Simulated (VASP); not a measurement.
# Sc (P-1) in VASP: single point with PBEsol

Aim: the single point of Sc with PBEsol.

Everything below comes from runs of VASP 6.6.1. Logs are shortened: lines on timing, memory, paths and dates and some standing lists are left out, and cuts for length are marked.

### 1 The cell of the first run

The typed cell holds 1 atom: a = 3.652 Å, b = 3.570 Å, c = 3.525 Å, α = 115.98°, β = 114.81°, γ = 96.56°.

### 2 Single point, PBEsol

Contents of INCAR:

```
PREC = Accurate
ENCUT = 520
EDIFF = 1E-6
ISMEAR = 0
SIGMA = 0.15
LREAL = F
LASPH = T
NELM = 80
ALGO = Normal
ISIF = 2
LWAVE = F
LCHARG = F
GGA = PS
NBANDS = 12
```

Contents of KPOINTS:

```
Automatic mesh
0
Gamma
  5 5 5
```

Contents of POSCAR:

```
Sc
1.0
    3.6517630000      0.0000000000      0.0000000000
   -0.4076351654      3.5464567654      0.0000000000
   -1.4788149903     -1.7239976257      2.6953399358
Sc
1
Direct
    0.0000000000      0.0000000000      0.0000000000
```

Potentials or basis: VASP PAW PBE potentials, release 64 (Sc_sv).

Started as:

```bash
cat potpaw_PBE.64/Sc_sv/POTCAR > POTCAR
mpirun -np 1 vasp_std > vasp.out
```

OUTCAR:

```text
PREC = Accurate
   ENCUT = 520
   EDIFF = 1E-6
   ISMEAR = 0
   LREAL = F
   LASPH = T
   NELM = 80
   ISIF = 2
   GGA = PS

 ion  position               nearest neighbor table
   1  0.000  0.000  0.000-

  LATTYP: Found a triclinic cell.
 ALAT       =     3.5247580000
 B/A-ratio  =     1.0670156077
 C/A-ratio  =     1.0972814344
 COS(alpha) =     0.0016350762
 COS(beta)  =     0.5152113511
 COS(gamma) =     0.5214532387

  Lattice vectors:

 A1 = (   1.4788149903,   1.7239976257,  -2.6953399358)
 A2 = (   1.8864501557,  -1.8224591397,  -2.6953399358)
 A3 = (  -2.1729480097,   1.7239976257,  -2.6953399358)

Analysis of symmetry for initial positions (statically):
=====================================================================
 Subroutine PRICEL returns:
 Original cell was already a primitive cell.

 Routine SETGRP: Setting up the symmetry group for a
 triclinic supercell.

 Subroutine GETGRP returns: Found  2 space group operations
 (whereof  2 operations were pure point group operations)
 out of a pool of  2 trial point group operations.

The static configuration has the point symmetry S_2 .

Analysis of symmetry for dynamics (positions and initial velocities):
=====================================================================
 Subroutine PRICEL returns:
 Original cell was already a primitive cell.

 Routine SETGRP: Setting up the symmetry group for a
 triclinic supercell.

 Subroutine GETGRP returns: Found  2 space group operations
 (whereof  2 operations were pure point group operations)
 out of a pool of  2 trial point group operations.

The dynamic configuration has the point symmetry S_2 .

 Subroutine INISYM returns: Found  2 space group operations
 (whereof  2 operations are pure point group operations),
 and found     1 'primitive' translations

----------------------------------------------------------------------------------------

                                     Primitive cell

  volume of cell :      34.9069

  direct lattice vectors                    reciprocal lattice vectors
     3.651763000  0.000000000  0.000000000     0.273840334  0.031475627  0.170376690
    -0.407635165  3.546456765  0.000000000     0.000000000  0.281971575  0.180355108
    -1.478814990 -1.723997626  2.695339936     0.000000000  0.000000000  0.371010716

  length of vectors
     3.651763000  3.569807000  3.524758000     0.324048546  0.334717693  0.371010716

  position of ions in fractional coordinates (direct lattice)
     0.000000000  0.000000000  0.000000000

  ion indices of the primitive-cell ions
   primitive index   ion index
                 1           1

----------------------------------------------------------------------------------------

 KPOINTS: Automatic mesh

Automatic generation of k-mesh.
 Grid dimensions read from file:
 generate k-points for:    5    5    5

 Generating k-lattice:

  Cartesian coordinates                     Fractional coordinates (reciprocal lattice)
     0.054768067  0.006295125  0.034075338     0.200000000  0.000000000  0.000000000
     0.000000000  0.056394315  0.036071022     0.000000000  0.200000000  0.000000000
     0.000000000  0.000000000  0.074202143     0.000000000  0.000000000  0.200000000

  Length of vectors
     0.064809709  0.066943539  0.074202143

  Shift w.r.t. Gamma in fractional coordinates (k-lattice)
     0.000000000  0.000000000  0.000000000

 Subroutine IBZKPT returns following result:
 ===========================================

 Found     63 irreducible k-points:

 Following reciprocal coordinates:
            Coordinates               Weight
  0.000000  0.000000  0.000000      1.000000
  0.200000  0.000000  0.000000      2.000000
  0.400000 -0.000000 -0.000000      2.000000
  0.000000  0.200000 -0.000000      2.000000
  0.200000  0.200000 -0.000000      2.000000
  0.400000  0.200000  0.000000      2.000000
[... 16 lines left out ...]
 -0.200000  0.200000  0.200000      2.000000
  0.000000  0.400000  0.200000      2.000000
 [... further k-points ...]
   k-points           NKPTS =     63   k-points in BZ     NKDIM =     63   number of bands    NBANDS=     12
   number of dos      NEDOS =    301   number of ions     NIONS =      1
   total plane-waves  NPLWV =  21952
   dimension x,y,z NGX =    28 NGY =   28 NGZ =   28
   dimension x,y,z NGXF=    56 NGYF=   56 NGZF=   56
   ions per type =               1
   NGX,Y,Z   is equivalent  to a cutoff of  12.75, 13.04, 13.21 a.u.
   NGXF,Y,Z  is equivalent  to a cutoff of  25.49, 26.08, 26.41 a.u.
 SYSTEM =  unknown system
   PREC   = accura    normal or accurate (medium, high low for compatibility)
   ISTART =      0    job   : 0-new  1-cont  2-samecut
   ICHARG =      2    charge: 1-file 2-atom 10-const
   ISPIN  =      1    spin polarized calculation?
   LNONCOLLINEAR =      F non collinear calculations
   LSORBIT =      F    spin-orbit coupling
   LASPH  =      T    aspherical Exc in radial PAW
   ENCUT  =  520.0 eV  38.22 Ry    6.18 a.u.   6.79  6.64  6.55*2*pi/ulx,y,z
   NELM   =     80;   NELMIN=  2; NELMDL= -5     # of ELM steps
   EDIFF  = 0.1E-05   stopping-criterion for ELM
   LREAL  =      F    real-space projection
   EDIFFG = 0.1E-04   stopping-criterion for IOM
   NSW    =      0    number of steps for IOM
   IBRION =     -1    ionic relax: 0-MD 1-quasi-New 2-CG
   NFREE  =      0    steps in history (QN), initial steepest desc. (CG)
   ISIF   =      2    stress and relaxation
   ISYM   =      2    0-nonsym 1-usesym 2-fastsym
   POTIM  = 0.5000    time-step for ionic-motion
   TEBEG  =    0.0;   TEEND  =   0.0 temperature during run
   PSTRESS=    0.0 pullay stress
   NELECT =      11.0000    total number of electrons
   NUPDOWN=      -1.0000    fix difference up-down
   EMIN   =  10.00;   EMAX   =-10.00  energy-range for DOS
   EFERMI =   0.00;   METHOD = LEGACY
   ISMEAR =     0;   SIGMA  =   0.15  broadening in eV -4-tet -1-fermi 0-gaus
   EFERMI_NEDOS =   21; number of points for ismear=-14 and -15
   IALGO  =     38    algorithm
   IMIX   =      4    mixing-type and parameters
     AMIX     =   0.40;   BMIX     =  1.00
     AMIX_MAG =   1.60;   BMIX_MAG =  1.00
  volume/ion in A,a.u.               =      34.91       235.56
  Fermi-wavevector in a.u.,A,eV,Ry     =   1.114043  2.105237 16.886093  1.241093
  Thomas-Fermi vector in A             =   2.250634
   LORBIT       =      0    0 simple, 1 ext, 2 COOP (PROOUT), +10 PAW based schemes
   GGA     = PS    functional components
   LHFCALC =     F    Hartree Fock is set to
   AEXX    =    0.0000 exact exchange contribution
   IVDW    =     0    specifies the selected vdW correction
   LEPSILON=     F    determine dielectric tensor
   LRPA    =     F    only Hartree local field effects (RPA)
 non-spin polarized calculation
 Gauss-broadening in eV      SIGMA  =   0.15
  energy-cutoff  :      520.00
  volume of cell :       34.91
 maximum number of plane-waves:       955
   NGX = 13   NGY = 13   NGZ = 13

 number of electron      10.9999999 magnetization

 Free energy of the ion-electron system (eV)
  ---------------------------------------------------
  ext. energy  EPLUGINS =         0.00000000
  ---------------------------------------------------
  free energy    TOTEN  =        -6.03048624 eV

  energy without entropy =       -5.99610905  energy(sigma->0) =       -6.01329764

 E-fermi :   1.8749     XC(G=0):  -8.6634

 val. band max:        1.8562014146   @ k =  -0.4000  -0.2000   0.2000
 cond. band min:       1.9118113377   @ k =  -0.2000  -0.4000   0.4000
 fundamental gap:      0.0556099231
 Fermi energy:         1.8749316219

 k-point     1 :       0.0000    0.0000    0.0000
  band No.  band energies     occupation
      1     -48.3115      2.00000
      2     -26.9276      2.00000
      3     -26.9105      2.00000
      4     -26.9051      2.00000
      5      -2.5796      2.00000
      6       2.7007      0.00000
      7       2.8437      0.00000
      8       3.2828      0.00000
      9       3.5157      0.00000
     10       3.9661      0.00000
     11      12.5750      0.00000
     12      14.0037      0.00000

 k-point     2 :       0.2000    0.0000    0.0000
  band No.  band energies     occupation
      1     -48.3081      2.00000
      2     -26.9614      2.00000
      3     -26.9161      2.00000
      4     -26.9080      2.00000
      5      -1.8949      2.00000
      6       2.4273      0.00000
      7       2.8443      0.00000
      8       3.3262      0.00000
      9       3.6740      0.00000
     10       3.9135      0.00000
     11       9.8312      0.00000
     12      13.1644      0.00000

 k-point     3 :       0.4000   -0.0000   -0.0000
  band No.  band energies     occupation
      1     -48.3027      2.00000
      2     -27.0158      2.00000
      3     -26.9262      2.00000
      4     -26.9113      2.00000
      5      -0.2340      2.00000
      6       1.8001      1.51962
      7       2.6561      0.00000
      8       3.2617      0.00000
      9       4.1157      0.00000
     10       4.2504      0.00000
     11       6.3886      0.00000
     12      12.1274      0.00000
[... 286 lines left out ...]
 k-point    23 :      -0.2000    0.2000    0.2000
  band No.  band energies     occupation
      1     -48.3018      2.00000
      2     -26.9695      2.00000
      3     -26.9524      2.00000
      4     -26.9342      2.00000
      5      -0.8083      2.00000
      6       2.3805      0.00000
      7       2.9115      0.00000
      8       3.1667      0.00000
      9       3.3325      0.00000
     10       4.2998      0.00000
     11       9.9300      0.00000
     12      10.3048      0.00000

 k-point    24 :       0.0000    0.4000    0.2000
  band No.  band energies     occupation
      1     -48.2973      2.00000
      2     -27.0133      2.00000
      3     -26.9593      2.00000
      4     -26.9359      2.00000
      5       0.9686      2.00000
      6       1.6410      1.97260
      7       2.3507      0.00001
      8       3.3264      0.00000
      9       4.1169      0.00000
     10       5.1338      0.00000
     11       6.0059      0.00000
     12       9.1885      0.00000

 [... further k-points ...]

------------------------ aborting loop because EDIFF is reached ----------------------------------------

  FORCE on cell =-STRESS in cart. coord.  units (eV):
  Direction    XX          YY          ZZ          XY          YZ          ZX
  --------------------------------------------------------------------------------------
  -------------------------------------------------------------------------------------
  Total       -2.4549755     -2.2192639     -2.4618319      0.1303765     -0.1158482     -0.1989072
  in kB     -112.6800262   -101.8611874   -112.9947284      5.9841049     -5.3172748     -9.1295701
  external PRESSURE =    -109.1786473 kB  Pullay stress =       0.0000000 kB

 VOLUME and BASIS-vectors are now :
 -----------------------------------------------------------------------------
  energy-cutoff  :      520.00
  volume of cell :       34.91
      direct lattice vectors                 reciprocal lattice vectors
     3.651763000  0.000000000  0.000000000     0.273840334  0.031475627  0.170376690
    -0.407635165  3.546456765  0.000000000     0.000000000  0.281971575  0.180355108
    -1.478814990 -1.723997626  2.695339936     0.000000000  0.000000000  0.371010716

 POSITION                                       TOTAL-FORCE (eV/Angst)
 -----------------------------------------------------------------------------------
      0.00000      0.00000      0.00000        -0.000000      0.000000      0.000000
 -----------------------------------------------------------------------------------
    total drift:                               -0.000000      0.000000     -0.000000

  FREE ENERGIE OF THE ION-ELECTRON SYSTEM (eV)
  ---------------------------------------------------
  free  energy   TOTEN  =        -6.0304862388 eV

  energy  without entropy=       -5.9961090451  energy(sigma->0) =       -6.01329764
```

Wall time 42 s (1 thread of Intel Xeon 8259CL, shared host); peak memory 0.17 GiB.

Results:

| Property | Result |
| --- | --- |
| Free energy | -6.0305 eV |
| Pressure | -10.9 GPa |
| Band gap on the k mesh | zero (an odd number of electrons rules out a gap without spin polarisation) |

Stress tensor (GPa, compression positive):
```
-11.27   0.60  -0.91
  0.60 -10.19  -0.53
 -0.91  -0.53 -11.30
```

Levels at points of the mesh, in eV from the Fermi level:
```csv
k point,band 3,band 4,band 5,band 6,band 7,band 8
"(0.00, 0.00, 0.00)",-28.79,-28.78,-4.45,0.83,0.97,1.41
```

Caveat: the k points lie up to 0.43 Å⁻¹ apart, too coarse for converged energies and pressures of a metal; the PAW data sets were made with another functional, which shifts forces and pressure a little.
